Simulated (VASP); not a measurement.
# KNb3O (P4/mmm) in VASP: a series of runs

Runs on KNb3O. Level: PBE. Tasks: single point, relaxation of cell and atoms.

Program: VASP 6.6.1. These are calculated values, not measurements. Logs are shortened: lines on timing, memory, paths and dates and some standing lists are left out, and cuts for length are marked.

## 1. The cell of the first run

Symmetry: P4/mmm, No. 123, tetragonal system. Conventional cell: a = 3.547 Å, b = 3.547 Å, c = 7.155 Å, α = 90.00°, β = 90.00°, γ = 90.00°. K (site symmetry 4/mmm) has 4 O at 2.51 Å and 8 Nb at 3.27 Å within 3.3 Å. Nb (site symmetry 4/mmm) has 12 Nb at 2.91 to 3.55 Å and 2 K at 3.58 Å within 3.8 Å. Within 3.0 Å of Nb (site symmetry 4mm) lie 1 O at 2.10 Å and 5 Nb at 2.91 to 2.95 Å. Within 2.8 Å of O (site symmetry 4/mmm) lie 2 Nb at 2.10 Å and 4 K at 2.51 Å.

The cell was generated, and may not be a known phase.

## 2. Single point, PBE

File INCAR:

```
PREC     = Accurate       # precision mode
ENCUT    = 520            # plane-wave cutoff, eV
EDIFF    = 1E-6           # SCF threshold, eV
ISMEAR   = 0              # smearing method
SIGMA    = 0.1            # smearing width, eV
LREAL    = False          # projectors in reciprocal space
LASPH    = True           # aspherical terms in the spheres
NELM     = 100            # most SCF steps
ALGO     = Normal         # electronic algorithm
ISIF     = 2              # what is computed and relaxed
LWAVE    = False          # write WAVECAR
LCHARG   = True           # write CHGCAR
GGA      = PE             # functional
LELF     = True           # ELF
LVHAR    = True         
NBANDS   = 35             # bands
```

File KPOINTS:

```
regular mesh
0
Gamma
  4 4 4
```

File POSCAR:

```
KNb3O
1.0
    3.5470148757      0.0000000000      0.0000000000
    0.0000000000      3.5470148757      0.0000000000
    0.0000000000      0.0000000000      7.1553032356
K Nb O
1 3 1
Direct
    0.5000000000      0.5000000000      0.5000000000
    0.5000000000      0.5000000000      0.0000000000
    0.0000000000      0.0000000000      0.7941057424
    0.0000000000      0.0000000000      0.2058942576
    0.0000000000      0.0000000000      0.5000000000
```

Potentials or basis: VASP PAW PBE potentials, release 64 (K_sv, Nb_sv, O).

Command:

```console
> cat potpaw_PBE.64/K_sv/POTCAR potpaw_PBE.64/Nb_sv/POTCAR potpaw_PBE.64/O/POTCAR > POTCAR
> mpirun -np 1 vasp_std > vasp.out
```

OUTCAR:

```text
PREC = Accurate
   ENCUT = 520
   EDIFF = 1E-6
   ISMEAR = 0
   LREAL = False
   LASPH = True
   NELM = 100
   ISIF = 2
   GGA = PE

 ion  position               nearest neighbor table
   1  0.500  0.500  0.500-   5 2.51   5 2.51   5 2.51   5 2.51   4 3.27   4 3.27   3 3.27   4 3.27
                             3 3.27   3 3.27   4 3.27   3 3.27
   2  0.500  0.500  0.000-   3 2.91   4 2.91   3 2.91   4 2.91   3 2.91   4 2.91   3 2.91   4 2.91

   3  0.000  0.000  0.794-   5 2.10   2 2.91   2 2.91   2 2.91   2 2.91   4 2.95   1 3.27   1 3.27
                             1 3.27   1 3.27
   4  0.000  0.000  0.206-   5 2.10   2 2.91   2 2.91   2 2.91   2 2.91   3 2.95   1 3.27   1 3.27
                             1 3.27   1 3.27
   5  0.000  0.000  0.500-   3 2.10   4 2.10   1 2.51   1 2.51   1 2.51   1 2.51

  LATTYP: Found a simple tetragonal cell.
 ALAT       =     3.5470148757
 C/A-ratio  =     2.0172746623

  Lattice vectors:

 A1 = (   3.5470148757,   0.0000000000,   0.0000000000)
 A2 = (   0.0000000000,   3.5470148757,   0.0000000000)
 A3 = (   0.0000000000,   0.0000000000,   7.1553032356)

Analysis of symmetry for initial positions (statically):
=====================================================================
 Subroutine PRICEL returns:
 Original cell was already a primitive cell.

 Routine SETGRP: Setting up the symmetry group for a
 simple tetragonal supercell.

 Subroutine GETGRP returns: Found 16 space group operations
 (whereof 16 operations were pure point group operations)
 out of a pool of 16 trial point group operations.

The static configuration has the point symmetry D_4h.

Analysis of symmetry for dynamics (positions and initial velocities):
=====================================================================
 Subroutine PRICEL returns:
 Original cell was already a primitive cell.

 Routine SETGRP: Setting up the symmetry group for a
 simple tetragonal supercell.

 Subroutine GETGRP returns: Found 16 space group operations
 (whereof 16 operations were pure point group operations)
 out of a pool of 16 trial point group operations.

The dynamic configuration has the point symmetry D_4h.

 Subroutine INISYM returns: Found 16 space group operations
 (whereof 16 operations are pure point group operations),
 and found     1 'primitive' translations

----------------------------------------------------------------------------------------

                                     Primitive cell

  volume of cell :      90.0231

  direct lattice vectors                    reciprocal lattice vectors
     3.547014876  0.000000000  0.000000000     0.281927208  0.000000000  0.000000000
     0.000000000  3.547014876  0.000000000     0.000000000  0.281927208  0.000000000
     0.000000000  0.000000000  7.155303236     0.000000000  0.000000000  0.139756481

  length of vectors
     3.547014876  3.547014876  7.155303236     0.281927208  0.281927208  0.139756481

  position of ions in fractional coordinates (direct lattice)
     0.500000000  0.500000000  0.500000000
     0.500000000  0.500000000  0.000000000
     0.000000000  0.000000000  0.794105742
     0.000000000  0.000000000  0.205894258
     0.000000000  0.000000000  0.500000000

  ion indices of the primitive-cell ions
   primitive index   ion index
                 1           1
                 2           2
                 3           3
                 4           4
                 5           5

----------------------------------------------------------------------------------------

 KPOINTS: regular mesh

Automatic generation of k-mesh.
 Grid dimensions read from file:
 generate k-points for:    4    4    4

 Generating k-lattice:

  Cartesian coordinates                     Fractional coordinates (reciprocal lattice)
     0.070481802  0.000000000  0.000000000     0.250000000  0.000000000  0.000000000
     0.000000000  0.070481802  0.000000000     0.000000000  0.250000000  0.000000000
     0.000000000  0.000000000  0.034939120     0.000000000  0.000000000  0.250000000

  Length of vectors
     0.070481802  0.070481802  0.034939120

  Shift w.r.t. Gamma in fractional coordinates (k-lattice)
     0.000000000  0.000000000  0.000000000

 Subroutine IBZKPT returns following result:
 ===========================================

 Found     18 irreducible k-points:

 Following reciprocal coordinates:
            Coordinates               Weight
  0.000000  0.000000  0.000000      1.000000
  0.250000  0.000000  0.000000      4.000000
  0.500000  0.000000  0.000000      2.000000
  0.250000  0.250000  0.000000      4.000000
  0.500000  0.250000  0.000000      4.000000
  0.500000  0.500000  0.000000      1.000000
[... 10 lines left out ...]
  0.500000  0.250000  0.500000      4.000000
  0.500000  0.500000  0.500000      1.000000
   k-points           NKPTS =     18   k-points in BZ     NKDIM =     18   number of bands    NBANDS=     35
   number of dos      NEDOS =    301   number of ions     NIONS =      5
   total plane-waves  NPLWV =  42336
   dimension x,y,z NGX =    28 NGY =   28 NGZ =   54
   dimension x,y,z NGXF=    56 NGYF=   56 NGZF=  108
   ions per type =               1   3   1
   NGX,Y,Z   is equivalent  to a cutoff of  13.12, 13.12, 12.55 a.u.
   NGXF,Y,Z  is equivalent  to a cutoff of  26.25, 26.25, 25.09 a.u.
 SYSTEM =  unknown system
   PREC   = accura    normal or accurate (medium, high low for compatibility)
   ISTART =      0    job   : 0-new  1-cont  2-samecut
   ICHARG =      2    charge: 1-file 2-atom 10-const
   ISPIN  =      1    spin polarized calculation?
   LNONCOLLINEAR =      F non collinear calculations
   LSORBIT =      F    spin-orbit coupling
   LASPH  =      T    aspherical Exc in radial PAW
   ENCUT  =  520.0 eV  38.22 Ry    6.18 a.u.   6.60  6.60 13.30*2*pi/ulx,y,z
   NELM   =    100;   NELMIN=  2; NELMDL= -5     # of ELM steps
   EDIFF  = 0.1E-05   stopping-criterion for ELM
   LREAL  =      F    real-space projection
   EDIFFG = 0.1E-04   stopping-criterion for IOM
   NSW    =      0    number of steps for IOM
   IBRION =     -1    ionic relax: 0-MD 1-quasi-New 2-CG
   NFREE  =      0    steps in history (QN), initial steepest desc. (CG)
   ISIF   =      2    stress and relaxation
   ISYM   =      2    0-nonsym 1-usesym 2-fastsym
   POTIM  = 0.5000    time-step for ionic-motion
   TEBEG  =    0.0;   TEEND  =   0.0 temperature during run
   PSTRESS=    0.0 pullay stress
   NELECT =      54.0000    total number of electrons
   NUPDOWN=      -1.0000    fix difference up-down
   EMIN   =  10.00;   EMAX   =-10.00  energy-range for DOS
   EFERMI =   0.00;   METHOD = LEGACY
   ISMEAR =     0;   SIGMA  =   0.10  broadening in eV -4-tet -1-fermi 0-gaus
   EFERMI_NEDOS =   21; number of points for ismear=-14 and -15
   IALGO  =     38    algorithm
   IMIX   =      4    mixing-type and parameters
     AMIX     =   0.40;   BMIX     =  1.00
     AMIX_MAG =   1.60;   BMIX_MAG =  1.00
  volume/ion in A,a.u.               =      18.00       121.50
  Fermi-wavevector in a.u.,A,eV,Ry     =   1.380664  2.609077 25.935883  1.906234
  Thomas-Fermi vector in A             =   2.505520
   LORBIT       =      0    0 simple, 1 ext, 2 COOP (PROOUT), +10 PAW based schemes
   GGA     = PE    functional components
   LHFCALC =     F    Hartree Fock is set to
   AEXX    =    0.0000 exact exchange contribution
   IVDW    =     0    specifies the selected vdW correction
   LEPSILON=     F    determine dielectric tensor
   LRPA    =     F    only Hartree local field effects (RPA)
 non-spin polarized calculation
 Gauss-broadening in eV      SIGMA  =   0.10
  energy-cutoff  :      520.00
  volume of cell :       90.02
 maximum number of plane-waves:      2458
 NGX is ok and might be reduce to    28
   NGX = 13   NGY = 13   NGZ = 27

 number of electron      53.9999998 magnetization

 Free energy of the ion-electron system (eV)
  ---------------------------------------------------
  ext. energy  EPLUGINS =         0.00000000
  ---------------------------------------------------
  free energy    TOTEN  =       -38.20006364 eV

  energy without entropy =      -38.18143259  energy(sigma->0) =      -38.19074811

 E-fermi :   7.6359     XC(G=0): -11.2610

 val. band max:        7.6189242578   @ k =   0.5000   0.2500   0.5000
 cond. band min:       7.6865193679   @ k =   0.2500   0.2500   0.5000
 fundamental gap:      0.0675951101
 Fermi energy:         7.6358671598

 k-point     1 :       0.0000    0.0000    0.0000
  band No.  band energies     occupation
      1     -47.4607      2.00000
      2     -47.4056      2.00000
      3     -46.6741      2.00000
      4     -23.8712      2.00000
      5     -23.5073      2.00000
      6     -23.5006      2.00000
[... 27 lines left out ...]
     34       9.8953      0.00000
     35      10.1474      0.00000

 k-point     2 :       0.2500    0.0000    0.0000
  band No.  band energies     occupation
      1     -47.4486      2.00000
      2     -47.4021      2.00000
      3     -46.6799      2.00000
      4     -23.9195      2.00000
      5     -23.5224      2.00000
      6     -23.4897      2.00000
[... 27 lines left out ...]
     34      10.2384      0.00000
     35      11.5152      0.00000

 k-point     3 :       0.5000    0.0000    0.0000
  band No.  band energies     occupation
      1     -47.4362      2.00000
      2     -47.3985      2.00000
      3     -46.6859      2.00000
      4     -23.9573      2.00000
      5     -23.6042      2.00000
      6     -23.4984      2.00000
[... 27 lines left out ...]
     34      10.7331      0.00000
     35      11.6188      0.00000
[... 495 lines left out ...]
 k-point    17 :       0.5000    0.2500    0.5000
  band No.  band energies     occupation
      1     -47.4318      2.00000
      2     -47.3957      2.00000
      3     -46.6819      2.00000
      4     -23.8664      2.00000
      5     -23.5976      2.00000
      6     -23.5356      2.00000
[... 27 lines left out ...]
     34      10.4633      0.00000
     35      11.1879      0.00000

 k-point    18 :       0.5000    0.5000    0.5000
  band No.  band energies     occupation
      1     -47.4281      2.00000
      2     -47.3923      2.00000
      3     -46.6779      2.00000
      4     -23.7845      2.00000
      5     -23.6941      2.00000
      6     -23.6941      2.00000
[... 27 lines left out ...]
     34      10.3112      0.00000
     35      10.3747      0.00000

------------------------ aborting loop because EDIFF is reached ----------------------------------------

  FORCE on cell =-STRESS in cart. coord.  units (eV):
  Direction    XX          YY          ZZ          XY          YZ          ZX
  --------------------------------------------------------------------------------------
  -------------------------------------------------------------------------------------
  Total       -0.0582000     -0.0582000     -0.1800008      0.0000000      0.0000000     -0.0000000
  in kB       -1.0358089     -1.0358089     -3.2035467      0.0000000      0.0000000     -0.0000000
  external PRESSURE =      -1.7583882 kB  Pullay stress =       0.0000000 kB

 VOLUME and BASIS-vectors are now :
 -----------------------------------------------------------------------------
  energy-cutoff  :      520.00
  volume of cell :       90.02
      direct lattice vectors                 reciprocal lattice vectors
     3.547014876  0.000000000  0.000000000     0.281927208  0.000000000  0.000000000
     0.000000000  3.547014876  0.000000000     0.000000000  0.281927208  0.000000000
     0.000000000  0.000000000  7.155303236     0.000000000  0.000000000  0.139756481

 POSITION                                       TOTAL-FORCE (eV/Angst)
 -----------------------------------------------------------------------------------
      1.77351      1.77351      3.57765         0.000000      0.000000      0.000000
      1.77351      1.77351      0.00000         0.000000      0.000000      0.000000
      0.00000      0.00000      5.68207         0.000000     -0.000000      0.001152
      0.00000      0.00000      1.47324         0.000000      0.000000     -0.001152
      0.00000      0.00000      3.57765         0.000000      0.000000      0.000000
 -----------------------------------------------------------------------------------
    total drift:                                0.000000      0.000000      0.000000

  FREE ENERGIE OF THE ION-ELECTRON SYSTEM (eV)
  ---------------------------------------------------
  free  energy   TOTEN  =       -38.2000636422 eV

  energy  without entropy=      -38.1814325874  energy(sigma->0) =      -38.19074811
```

Run time: 95 s. Hardware: 1 thread of AMD EPYC 7R13, shared host; peak memory 0.19 GiB.

What came out:

```yaml
Free_energy: -38.2001 eV
Pressure: -0.2 GPa
Band_gap_on_the_k_mesh: zero (bands 27 and 28 overlap by 0.84 eV)
```

Stress tensor (GPa, compression positive):
```
-0.10  0.00  0.00
 0.00 -0.10  0.00
 0.00  0.00 -0.32
```

Levels at points of the mesh, in eV from the Fermi level:
```
           k point  band 23  band 24  band 25  band 26  band 27  band 28  band 29  band 30  band 31  band 32
(0.00, 0.00, 0.00)    -2.44    -2.06    -0.91    -0.31     0.51     0.51     0.91     0.91     1.62     1.89
(0.50, 0.00, 0.00)    -1.97    -1.22    -1.20    -0.52    -0.50     0.49     0.66     1.75     2.32     2.41
(0.50, 0.50, 0.00)    -0.86    -0.86    -0.73    -0.59    -0.59     0.44     0.44     1.75     2.41     2.56
(0.00, 0.00, 0.50)    -2.71    -1.67    -1.09    -0.29     0.12     0.12     0.74     0.74     1.57     2.27
(0.50, 0.00, 0.50)    -2.02    -1.59    -1.13    -0.27     0.33     0.55     1.26     1.96     2.07     2.27
(0.50, 0.50, 0.50)    -1.34    -1.34    -1.19    -0.74    -0.74     1.72     1.72     2.40     2.40     2.45
```

Caveat: the k points lie up to 0.44 Å⁻¹ apart, too coarse for converged energies and pressures of a metal.

## 3. Single point, PBE

This run uses another cell than the first one, of 22.84 Å³/atom.

File INCAR:

```
SYSTEM = KNb3O
PREC = Accurate
ENCUT = 520
EDIFF = 1E-6
ISMEAR = 0
SIGMA = 0.1
LREAL = .FALSE.
LASPH = .TRUE.
NELM = 60
ALGO = Normal
ISIF = 2
LWAVE = .FALSE.
LCHARG = .FALSE.
GGA = PE
NBANDS = 35
```

File KPOINTS:

```
regular mesh
0
G
  4 4 4
  0 0 0
```

File POSCAR:

```
KNb3O
1.0
    4.0653155700      0.0000000000      0.0000000000
    0.0000000000      4.0653155700      0.0000000000
    0.0000000000      0.0000000000      6.9094865600
K Nb O
1 3 1
Direct
    0.5000000000      0.5000000000      0.5000000000
    0.5000000000      0.5000000000      0.0000000000
    0.0000000000      0.0000000000      0.8558533600
    0.0000000000      0.0000000000      0.1441466400
    0.0000000000      0.0000000000      0.5000000000
```

Potentials or basis: VASP PAW PBE potentials, release 64 (K_sv, Nb_sv, O).

Command:

```console
> cat potpaw_PBE.64/K_sv/POTCAR potpaw_PBE.64/Nb_sv/POTCAR potpaw_PBE.64/O/POTCAR > POTCAR
> mpirun -np 1 vasp_std > vasp.out
```

Run time: 1.7 min. Hardware: 1 thread of AMD EPYC 7R13, shared host; peak memory 0.21 GiB.

The run converged. Its results:

- Free energy: -34.2473 eV
- Pressure: -5.3 GPa
- Largest force: 8.473 eV/Å
- Band gap on the k mesh: zero (bands 27 and 28 overlap by 0.64 eV)

Forces in eV/Å, atoms in the order of the input:
```
K    0.000  0.000  0.000
Nb   0.000  0.000  0.000
Nb   0.000  0.000 -8.473
Nb   0.000  0.000  8.473
O    0.000  0.000  0.000
```

Stress tensor (GPa, compression positive):
```
-10.56   0.00   0.00
  0.00 -10.56   0.00
  0.00   0.00   5.16
```

Levels at points of the mesh, in eV from the Fermi level:
```csv
k point,band 25,band 26,band 27,band 28,band 29,band 30
"(0.00, 0.00, 0.00)",-0.87,-0.36,-0.35,0.13,0.55,0.55
"(0.50, 0.00, 0.00)",-0.71,-0.61,-0.55,-0.22,0.98,1.47
"(0.50, 0.50, 0.00)",-0.49,-0.49,0.29,0.45,0.70,0.92
"(0.00, 0.00, 0.50)",-1.43,-1.11,0.20,0.63,0.63,0.84
"(0.50, 0.00, 0.50)",-1.04,-0.67,-0.58,0.49,1.13,1.38
"(0.50, 0.50, 0.50)",-0.16,-0.16,0.39,0.76,0.92,1.07
```

Caveat: the k points lie up to 0.39 Å⁻¹ apart, too coarse for converged energies and pressures of a metal; atoms lie so close that the PAW spheres overlap strongly, which falsifies energies and pressures; forces of over 1 eV/Å act on the atoms, so gaps and moduli don't describe the material at rest.

(Continued in part 2 of 2.)

The gap in the log of VASP goes by the Fermi energy; the results here count the filled bands.